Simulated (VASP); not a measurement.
# Si5Ni in VASP: a series of runs

The runs below take Si5Ni through single point, with PBE.

Everything below comes from runs of VASP 6.6.1. Logs are shortened: lines on timing, memory, paths and dates and some standing lists are left out, and cuts for length are marked.

**1. The cell of the first run**

The cell holds an amorphous packing of atoms, 24 atoms: a = 7.162 Å, b = 7.140 Å, c = 7.068 Å, α = 93.57°, β = 90.43°, γ = 90.80°.

**2. Single point, PBE**

INCAR

```
SYSTEM = Si5Ni
PREC = Accurate ; ENCUT = 520
EDIFF = 1E-7 ; ISMEAR = -1
SIGMA = 0.1525 ; LREAL = Auto
LASPH = .True. ; NELM = 60
ALGO = Normal ; ISIF = 2
LWAVE = .False. ; LCHARG = .True.
GGA = PE ; LELF = .True.
LVHAR = .True. ; NBANDS = 78
ISYM = 0
```

KPOINTS

```
Automatic mesh
0
Gamma
  1 1 1
  0.25 0.25 0.25
```

POSCAR

```
Si5Ni
1.0
    7.1614510000     -0.0505580000     -0.0272950000
   -0.0505580000      7.1365650000     -0.2213880000
   -0.0272950000     -0.2213880000      7.0643700000
Si Ni
20 4
Direct
    0.8149941180      0.4579449975      0.7006286182
    0.4360270466      0.4218682244      0.1037741399
    0.7924163086      0.0438890074      0.5045475397
    0.4599688336      0.7861571043      0.3237491239
    0.7526954991      0.5631854132      0.0915701352
    0.1660114304      0.2776319207      0.6024989713
    0.8466885481      0.8214605561      0.2733155078
    0.4741165856      0.9396420440      0.6215157877
    0.7530975994      0.8014899830      0.7439393836
    0.9114524042      0.3418042819      0.3335332747
   -0.0177621663      0.0945375810      0.7888802070
    0.9822296997      0.0964774146      0.1101359217
    0.0692292857      0.6827519123      0.8037576873
    0.4783211076      0.2535193516      0.7643430224
    0.4450817585      0.7241976217      0.8494677048
    0.3745994596      0.1345168963      0.3023179872
    0.1151663031      0.8937884425      0.5582223893
    0.4060910892      0.4647716362      0.4612754031
    0.7196020181      0.5987386122      0.4372070094
    0.0796505542      0.5242409851      0.1490003673
    0.0907291960      0.5747949689      0.4880823289
    0.6003813660      0.9221907812      0.0780953407
    0.1407402246      0.8489976031      0.2233230119
    0.3165429237      0.0865809708      0.9685391659
```

Potentials or basis: VASP PAW PBE potentials, release 64 (Si, Ni).

On the command line:

```bash
$ cat potpaw_PBE.64/Si/POTCAR potpaw_PBE.64/Ni/POTCAR > POTCAR
$ mpirun -np 1 vasp_std > vasp.out
```

OUTCAR:

```text
SYSTEM = Si5Ni
   PREC = Accurate
   ENCUT = 520
   EDIFF = 1E-7
   ISMEAR = -1
   LREAL = Auto
   LASPH = .True.
   NELM = 60
   ISIF = 2
   GGA = PE
   ISYM = 0

 ion  position               nearest neighbor table
   1  0.815  0.458  0.701-  19 2.28  13 2.49   9 2.50  21 2.65  10 2.77  14 2.85   5 2.86   6 2.91
                            11 2.97
   2  0.436  0.422  0.104-   5 2.47  18 2.54  16 2.59  14 2.64  24 2.65  20 2.68  15 2.89   4 2.95

   3  0.792  0.044  0.505-   7 2.25  11 2.42   9 2.51   8 2.55  17 2.60  10 2.65
   4  0.460  0.786  0.324-  22 2.28   8 2.31  23 2.44  19 2.46  18 2.57  16 2.58   7 2.80   2 2.95
                            17 3.06   5 3.07
   5  0.753  0.563  0.092-   7 2.27  20 2.40  19 2.45   2 2.47  10 2.66  22 2.81   1 2.86  15 3.06
                             4 3.07   9 3.07
   6  0.166  0.278  0.602-  11 2.32  21 2.38  18 2.42  14 2.52  10 2.69  16 2.76  17 2.76   1 2.91

   7  0.847  0.821  0.273-  23 2.15  19 2.21   3 2.25   5 2.27  22 2.38  12 2.52  17 2.79   4 2.80
                            20 2.82  21 2.97
   8  0.474  0.940  0.622-  15 2.30   4 2.31  14 2.40   9 2.42   3 2.55  17 2.62  16 2.82  24 2.85

   9  0.753  0.801  0.744-  15 2.40   8 2.42  13 2.47   1 2.50   3 2.51  19 2.54  11 2.64  22 2.71
                            17 3.00   5 3.07
  10  0.911  0.342  0.334-  20 2.24  21 2.30  12 2.35  19 2.39   3 2.65   5 2.66   6 2.69   1 2.77

  11  0.982  0.095  0.789-  12 2.27   6 2.32  17 2.32   3 2.42   9 2.64  24 2.70   1 2.97  13 3.02

  12  0.982  0.096  0.110-  11 2.27  23 2.30  10 2.35   7 2.52  24 2.60  22 2.99  16 3.11  20 3.12

  13  0.069  0.683  0.804-  21 2.32  17 2.39   9 2.47   1 2.49  15 2.72  20 2.75  11 3.02
  14  0.478  0.254  0.764-  24 2.25   8 2.40   6 2.52   2 2.64  18 2.75   1 2.85
  15  0.445  0.724  0.849-   8 2.30  22 2.34   9 2.40  13 2.72  24 2.84   2 2.89   5 3.06
  16  0.375  0.135  0.302-  24 2.40  18 2.55   4 2.58   2 2.59  23 2.65  22 2.69   6 2.76   8 2.82
                            12 3.11
  17  0.115  0.894  0.558-  21 2.30  11 2.32  23 2.38  13 2.39   3 2.60   8 2.62   6 2.76   7 2.79
                             9 3.00   4 3.06
  18  0.406  0.465  0.461-  21 2.41   6 2.42  19 2.44   2 2.54  16 2.55   4 2.57  14 2.75
  19  0.720  0.599  0.437-   7 2.21   1 2.28  10 2.39  18 2.44   5 2.45   4 2.46   9 2.54  21 2.69

  20  0.080  0.524  0.149-  10 2.24  23 2.38   5 2.40  21 2.40   2 2.68  13 2.75   7 2.82  12 3.12

  21  0.091  0.575  0.488-  10 2.30  17 2.30  13 2.32   6 2.38  20 2.40  18 2.41   1 2.65  19 2.69
                            23 2.81   7 2.97
  22  0.600  0.922  0.078-   4 2.28  15 2.34   7 2.38  24 2.50  16 2.69   9 2.71   5 2.81  12 2.99

  23  0.141  0.849  0.223-   7 2.15  12 2.30  17 2.38  20 2.38   4 2.44  16 2.65  21 2.81  24 2.84

  24  0.317  0.087  0.969-  14 2.25  16 2.40  22 2.50  12 2.60   2 2.65  11 2.70  15 2.84  23 2.84
                             8 2.85

IMPORTANT INFORMATION: All symmetrisations will be switched off!
NOSYMM: (Re-)initialisation of all symmetry stuff for point group C_1.

----------------------------------------------------------------------------------------

                                     Primitive cell

  volume of cell :     360.6720

  direct lattice vectors                    reciprocal lattice vectors
     7.161451000 -0.050558000 -0.027295000     0.139645793  0.001007018  0.000571116
    -0.050558000  7.136565000 -0.221388000     0.001007018  0.140267054  0.004399675
    -0.027295000 -0.221388000  7.064370000     0.000571116  0.004399675  0.141695526

  length of vectors
     7.161681475  7.140177082  7.067890857     0.139650591  0.140339651  0.141764965

  position of ions in fractional coordinates (direct lattice)
     0.814994118  0.457944998  0.700628618
     0.436027047  0.421868224  0.103774140
     0.792416309  0.043889007  0.504547540
     0.459968834  0.786157104  0.323749124
     0.752695499  0.563185413  0.091570135
     0.166011430  0.277631921  0.602498971
[... 16 lines left out ...]
     0.140740225  0.848997603  0.223323012
     0.316542924  0.086580971  0.968539166

  ion indices of the primitive-cell ions
   primitive index   ion index
                 1           1
                 2           2
                 3           3
                 4           4
                 5           5
                 6           6
[... 16 lines left out ...]
                23          23
                24          24

----------------------------------------------------------------------------------------

 KPOINTS: Automatic mesh

Automatic generation of k-mesh.
 Grid dimensions read from file:
 generate k-points for:    1    1    1

 Generating k-lattice:

  Cartesian coordinates                     Fractional coordinates (reciprocal lattice)
     0.139645793  0.001007018  0.000571116     1.000000000 -0.000000000  0.000000000
     0.001007018  0.140267054  0.004399675    -0.000000000  1.000000000  0.000000000
     0.000571116  0.004399675  0.141695526    -0.000000000  0.000000000  1.000000000

  Length of vectors
     0.139650591  0.140339651  0.141764965

  Shift w.r.t. Gamma in fractional coordinates (k-lattice)
     0.250000000  0.250000000  0.250000000

 Subroutine IBZKPT returns following result:
 ===========================================

 Found      1 irreducible k-points:

 Following reciprocal coordinates:
            Coordinates               Weight
  0.250000  0.250000  0.250000      2.000000
   k-points           NKPTS =      1   k-points in BZ     NKDIM =      1   number of bands    NBANDS=     78
   number of dos      NEDOS =    301   number of ions     NIONS =     24
   total plane-waves  NPLWV = 157464
   dimension x,y,z NGX =    54 NGY =   54 NGZ =   54
   dimension x,y,z NGXF=   108 NGYF=  108 NGZF=  108
   ions per type =              20   4
   NGX,Y,Z   is equivalent  to a cutoff of  12.54, 12.57, 12.70 a.u.
   NGXF,Y,Z  is equivalent  to a cutoff of  25.07, 25.15, 25.40 a.u.
 SYSTEM =  Si5Ni
   PREC   = accura    normal or accurate (medium, high low for compatibility)
   ISTART =      0    job   : 0-new  1-cont  2-samecut
   ICHARG =      2    charge: 1-file 2-atom 10-const
   ISPIN  =      1    spin polarized calculation?
   LNONCOLLINEAR =      F non collinear calculations
   LSORBIT =      F    spin-orbit coupling
   LASPH  =      T    aspherical Exc in radial PAW
   ENCUT  =  520.0 eV  38.22 Ry    6.18 a.u.  13.32 13.28 13.14*2*pi/ulx,y,z
   NELM   =     60;   NELMIN=  2; NELMDL= -5     # of ELM steps
   EDIFF  = 0.1E-06   stopping-criterion for ELM
   LREAL  =      T    real-space projection
   EDIFFG = 0.1E-05   stopping-criterion for IOM
   NSW    =      0    number of steps for IOM
   IBRION =     -1    ionic relax: 0-MD 1-quasi-New 2-CG
   NFREE  =      0    steps in history (QN), initial steepest desc. (CG)
   ISIF   =      2    stress and relaxation
   ISYM   =      0    0-nonsym 1-usesym 2-fastsym
   POTIM  = 0.5000    time-step for ionic-motion
   TEBEG  =    0.0;   TEEND  =   0.0 temperature during run
   PSTRESS=    0.0 pullay stress
   NELECT =     120.0000    total number of electrons
   NUPDOWN=      -1.0000    fix difference up-down
   EMIN   =  10.00;   EMAX   =-10.00  energy-range for DOS
   EFERMI =   0.00;   METHOD = LEGACY
   ISMEAR =    -1;   SIGMA  =   0.15  broadening in eV -4-tet -1-fermi 0-gaus
   EFERMI_NEDOS =   21; number of points for ismear=-14 and -15
   IALGO  =     38    algorithm
   IMIX   =      4    mixing-type and parameters
     AMIX     =   0.40;   BMIX     =  1.00
     AMIX_MAG =   1.60;   BMIX_MAG =  1.00
  volume/ion in A,a.u.               =      15.03       101.41
  Fermi-wavevector in a.u.,A,eV,Ry     =   1.134395  2.143696 17.508696  1.286853
  Thomas-Fermi vector in A             =   2.271099
   LORBIT       =      0    0 simple, 1 ext, 2 COOP (PROOUT), +10 PAW based schemes
   GGA     = PE    functional components
   LHFCALC =     F    Hartree Fock is set to
   AEXX    =    0.0000 exact exchange contribution
   IVDW    =     0    specifies the selected vdW correction
   LEPSILON=     F    determine dielectric tensor
   LRPA    =     F    only Hartree local field effects (RPA)
 non-spin polarized calculation
  energy-cutoff  :      520.00
  volume of cell :      360.67
 maximum number of plane-waves:      9714
 NGX is ok and might be reduce to    54
   NGX = 27   NGY = 27   NGZ = 27

 number of electron     119.9999992 magnetization

 Free energy of the ion-electron system (eV)
  ---------------------------------------------------
  ext. energy  EPLUGINS =         0.00000000
  ---------------------------------------------------
  free energy    TOTEN  =      -120.96877915 eV

  energy without entropy =     -120.18940151  energy(sigma->0) =     -120.57909033

 E-fermi :   8.7861     XC(G=0): -10.9249

 val. band max:        8.7240689537   @ k =   0.2500   0.2500   0.2500
 cond. band min:       8.8147890848   @ k =   0.2500   0.2500   0.2500
 fundamental gap:      0.0907201310
 Fermi energy:         8.7860938840

 k-point     1 :       0.2500    0.2500    0.2500
  band No.  band energies     occupation
      1      -4.9077      2.00000
      2      -3.6931      2.00000
      3      -3.1959      2.00000
      4      -2.7643      2.00000
      5      -2.0067      2.00000
      6      -1.5365      2.00000
[... 64 lines left out ...]
     71      10.7287      0.00001
     72      11.0477      0.00000
 [bands above 72 left out]

------------------------ aborting loop because EDIFF is reached ----------------------------------------

  FORCE on cell =-STRESS in cart. coord.  units (eV):
  Direction    XX          YY          ZZ          XY          YZ          ZX
  --------------------------------------------------------------------------------------
  -------------------------------------------------------------------------------------
  Total        2.1069160     16.0980129     19.8296821      2.7762173      3.9010546      6.1923288
  in kB        9.3593441     71.5106065     88.0874308     12.3325150     17.3292682     27.5075684
  external PRESSURE =      56.3191272 kB  Pullay stress =       0.0000000 kB

 VOLUME and BASIS-vectors are now :
 -----------------------------------------------------------------------------
  energy-cutoff  :      520.00
  volume of cell :      360.67
      direct lattice vectors                 reciprocal lattice vectors
     7.161451000 -0.050558000 -0.027295000     0.139645793  0.001007018  0.000571116
    -0.050558000  7.136565000 -0.221388000     0.001007018  0.140267054  0.004399675
    -0.027295000 -0.221388000  7.064370000     0.000571116  0.004399675  0.141695526

 POSITION                                       TOTAL-FORCE (eV/Angst)
 -----------------------------------------------------------------------------------
      5.79426      3.07184      4.82587         0.055733     -1.068155      1.339657
      3.09843      2.96567      0.62780        -0.530892     -0.253750     -0.693453
      5.65886      0.16145      3.53297        -0.860611      1.705352      0.570945
      3.24546      5.51553      2.10048        -1.142209      0.177457     -1.124866
      5.35942      3.96088      0.50166        -1.235328     -1.410090     -1.828356
      1.15840      1.83956      4.19028         0.243617      0.817240     -0.371931
[... 16 lines left out ...]
      0.95888      6.00237      1.38584         1.771623      0.075875      0.136716
      2.23609      0.38746      6.81431        -0.224053     -0.115640      1.091523
 -----------------------------------------------------------------------------------
    total drift:                               -0.007323     -0.000588     -0.000609

  FREE ENERGIE OF THE ION-ELECTRON SYSTEM (eV)
  ---------------------------------------------------
  free  energy   TOTEN  =      -120.9687791544 eV

  energy  without entropy=     -120.1894015103  energy(sigma->0) =     -120.57909033
```

It took 68 s on 1 thread of AMD EPYC 9R45 (Zen 5), shared host; peak memory 0.34 GiB.

Results:

- Free energy: -120.9688 eV
- Pressure: 5.6 GPa
- Largest force: 2.978 eV/Å
- Band gap on the k mesh: 0.09 eV

Forces in eV/Å, atoms in the order of the input:
```
Si   0.056 -1.068  1.340
Si  -0.531 -0.254 -0.693
Si  -0.861  1.705  0.571
Si  -1.142  0.177 -1.125
Si  -1.235 -1.410 -1.828
Si   0.244  0.817 -0.372
Si   0.128  2.018 -1.564
Si  -0.265  1.567 -0.372
Si   0.123 -0.208  1.312
Si  -0.861 -1.851  1.104
Si  -0.382  0.359  0.749
Si   0.172 -0.352  0.406
Si   0.554 -0.467  0.992
Si   0.202  0.915 -0.186
Si  -0.587 -0.439  1.452
Si  -0.286 -0.699 -0.546
Si   0.841  0.044 -1.359
Si   0.074 -0.121 -0.255
Si  -1.020 -1.070  1.194
Si   2.038  1.268 -1.763
Ni   0.672 -0.615 -0.037
Ni   0.519 -0.276 -0.248
Ni   1.772  0.076  0.137
Ni  -0.224 -0.116  1.092
```

Stress tensor (GPa, compression positive):
```
0.94 1.23 2.75
1.23 7.15 1.73
2.75 1.73 8.81
```

Levels at points of the mesh, in eV from the valence-band top:
```
           k point  band 58  band 59  band 60  band 61  band 62  band 63
(0.25, 0.25, 0.25)    -0.47    -0.20     0.00     0.09     0.38     0.66
```

Caveat: the k points lie up to 0.89 Å⁻¹ apart. Spin polarisation is off, so any magnetic state and its effect on volume and gap are missing.

**3. Single point, PBE**

INCAR

```
PREC = Accurate ; ENCUT = 520
EDIFF = 1E-6 ; ISMEAR = -1
SIGMA = 0.1525 ; LREAL = Auto
LASPH = True ; NELM = 60
ALGO = Normal ; ISIF = 2
LWAVE = False ; LCHARG = False
GGA = PE ; NBANDS = 78
ISYM = 0
```

KPOINTS is that of step 2.

POSCAR

```
Si5Ni
1.0
    7.1614510000     -0.0505580000     -0.0272950000
   -0.0505580000      7.1365650000     -0.2213880000
   -0.0272950000     -0.2213880000      7.0643700000
Si Ni
20 4
Direct
    0.7447938709      0.3370067759      0.6886031458
    0.3542858899      0.3764506182      0.0458124196
    0.8091183985     -0.0132253622      0.4335010695
    0.4850463935      0.7331628537      0.2557879612
    0.6431252130      0.5221290280     -0.0206667822
    0.0650499729      0.2063736578      0.5301833271
    0.8714575475      0.8006027481      0.1615552802
    0.4574603036      1.0473202978      0.6162714474
    0.8117108414      0.8402397036      0.7936463740
    0.7880116749      0.3068839934      0.2367304108
   -0.0400619093      0.1436861805      0.9148969981
    1.1490573563      0.1306276287      0.2110526360
    0.0936598287      0.6973814120      0.7675055697
    0.3699309773      0.3757324444      0.7102871056
    0.4456537911      0.8126142244      0.9015071631
    0.4661022706      0.0763185217      0.2640065946
    0.1125919392      0.8596486029      0.4921979004
    0.4241040702      0.6316703281      0.5608547048
    0.7980353744      0.6124629208      0.5283139638
    0.0587621190      0.5292620320      0.0063237309
    0.0917603513      0.5302996479      0.4606107236
    0.6636592554      1.0465236130     -0.0327863137
    0.1877937814      0.8081534138      0.1407343187
    0.2663089767      0.0491157135      0.8660741911
```

Potentials or basis: VASP PAW PBE potentials, release 64 (Si, Ni).

On the command line:

```bash
$ cat potpaw_PBE.64/Si/POTCAR potpaw_PBE.64/Ni/POTCAR > POTCAR
$ mpirun -np 1 vasp_std > vasp.out
```

Run time: 51 s. Hardware: 1 thread of AMD EPYC 9R45 (Zen 5), shared host; peak memory 0.34 GiB.

The run converged. Its results:

- Free energy: -120.9635 eV
- Pressure: 3.0 GPa
- Largest force: 2.543 eV/Å
- Band gap on the k mesh: 0.17 eV

Forces on the atoms (eV/Å):
```
Si  -0.239 -0.903  0.682
Si  -0.711 -0.365  0.444
Si  -0.848  0.353  0.932
Si   0.274 -0.536 -0.739
Si   0.419  0.155  0.647
Si   0.080  0.746  1.161
Si  -0.460 -0.079 -0.408
Si   0.511  0.672 -0.841
Si  -0.819 -0.233 -0.536
Si  -0.070 -0.415 -0.623
Si  -0.040  1.566 -0.018
Si  -0.451 -0.092 -1.170
Si   0.817  0.659 -0.842
Si  -0.340 -2.514 -0.183
Si   0.348 -1.690  0.010
Si   1.140 -0.242  0.254
Si   0.334  0.251 -1.266
Si   0.835  1.538 -0.541
Si  -0.268  0.192 -0.751
Si  -0.440 -1.756  1.693
Ni   0.792  0.284  0.485
Ni  -0.450  1.149  0.534
Ni   0.621  0.319  0.531
Ni  -1.038  0.939  0.544
```

Stress tensor (GPa, compression positive):
```
-1.36  1.95  2.20
 1.95  5.52  1.30
 2.20  1.30  4.93
```

Levels at points of the mesh, in eV from the valence-band top:
```csv
k point,band 56,band 57,band 58,band 59,band 60,band 61,band 62,band 63,band 64,band 65
"(0.25, 0.25, 0.25)",-0.69,-0.56,-0.38,-0.14,0.00,0.17,0.38,0.54,0.73,0.94
```

Caveat: the k points lie up to 0.89 Å⁻¹ apart. Spin polarisation is off, so any magnetic state and its effect on volume and gap are missing.

**4. Single point, PBE**

INCAR

```
ALGO = Normal ; EDIFF = 1E-6
ENCUT = 520 ; GGA = PE
ISIF = 2 ; ISMEAR = -1
ISYM = 0 ; LASPH = T
LCHARG = F ; LREAL = Auto
LWAVE = F ; NBANDS = 78
NELM = 80 ; PREC = Accurate
SIGMA = 0.1525
```

KPOINTS is that of step 3.

POSCAR

```
Si5Ni
1.0
    7.1614510000     -0.0505580000     -0.0272950000
   -0.0505580000      7.1365650000     -0.2213880000
   -0.0272950000     -0.2213880000      7.0643700000
Si Ni
20 4
Direct
    0.7382586514      0.4904506847      0.6901246206
    0.2880420729      0.3791880149     -0.0441031848
    0.7861890547     -0.0425844375      0.4931443776
    0.4186660187      0.6967617647      0.2164241373
    0.6415809964      0.5255297912      0.0364584447
   -0.0284672575      0.2568810365      0.4830092938
    0.8538655008      0.8835919756      0.1279465712
    0.5486580670      1.1768887564      0.5608617145
    0.7853646886      0.7821608863      0.7908131317
    0.8431016613      0.2201435411      0.1751682879
   -0.0770758361      0.2421099222      0.8277187416
    1.1638733750      0.1174427251      0.1386142478
    0.1037828661      0.7741660648      0.7663170007
    0.2768163634      0.3735848537      0.5569195705
    0.4681742657      0.8514581654      0.8769020361
    0.5144366811      0.0833440441      0.2273081563
    0.1269139371      0.9497776586      0.4824357292
    0.4889180916      0.6941901966      0.5756397808
    0.8821347965      0.5794616930      0.3548524121
    0.0434189332      0.5026003917      0.0695032700
    0.1691583333      0.6570990246      0.4965562415
    0.6331006070      1.1969340337     -0.1165274026
    0.1694315548      0.7784090502      0.0712941221
    0.2150232676      0.0753789114      0.7845608379
```

On the command line:

```bash
$ cat potpaw_PBE.64/Si/POTCAR potpaw_PBE.64/Ni/POTCAR > POTCAR
$ mpirun -np 1 vasp_std > vasp.out
```

It took 53 s on 1 thread of AMD EPYC 9R45 (Zen 5), shared host; peak memory 0.34 GiB.

Results (log left out):

```yaml
Free_energy: -121.2263 eV
Pressure: 5.4 GPa
Largest_force: 4.282 eV/Å
Band_gap_on_the_k_mesh: 0.03 eV
```

Forces on the atoms (eV/Å):
```
Si  -0.998 -2.680 -0.836
Si   3.529 -1.500 -1.907
Si   0.224 -0.973 -0.086
Si   0.975  0.515  0.860
Si   0.023 -0.256 -0.059
Si   0.100  0.330  0.566
Si  -0.047 -0.865  0.421
Si  -0.735  0.686  0.382
Si  -0.040  2.310  0.808
Si  -0.873  0.426 -0.775
Si   1.733  0.176  0.052
Si   0.588 -0.684 -0.064
Si   0.268  0.337  1.441
Si   0.524 -0.835  0.992
Si  -1.088  0.873  1.069
Si  -0.307 -0.911 -0.650
Si   0.219  1.509 -0.727
Si  -0.159 -0.491 -1.145
Si  -0.510  0.271 -0.275
Si  -2.779  0.492  0.461
Ni   0.712 -1.771 -2.236
Ni  -1.730  0.134  1.105
Ni  -0.164  1.985 -0.127
Ni   0.537  0.920  0.730
```

Stress tensor (GPa, compression positive):
```
4.93 1.29 3.64
1.29 7.33 3.10
3.64 3.10 3.82
```

Levels at points of the mesh, in eV from the valence-band top:
| k point | band 57 | band 58 | band 59 | band 60 | band 61 | band 62 | band 63 | band 64 |
| --- | --- | --- | --- | --- | --- | --- | --- | --- |
| (0.25, 0.25, 0.25) | -0.68 | -0.41 | -0.21 | 0.00 | 0.03 | 0.27 | 0.54 | 0.71 |

Caveat: the k points lie up to 0.89 Å⁻¹ apart. Spin polarisation is off, so any magnetic state and its effect on volume and gap are missing.

(Continued in part 2 of 2.)
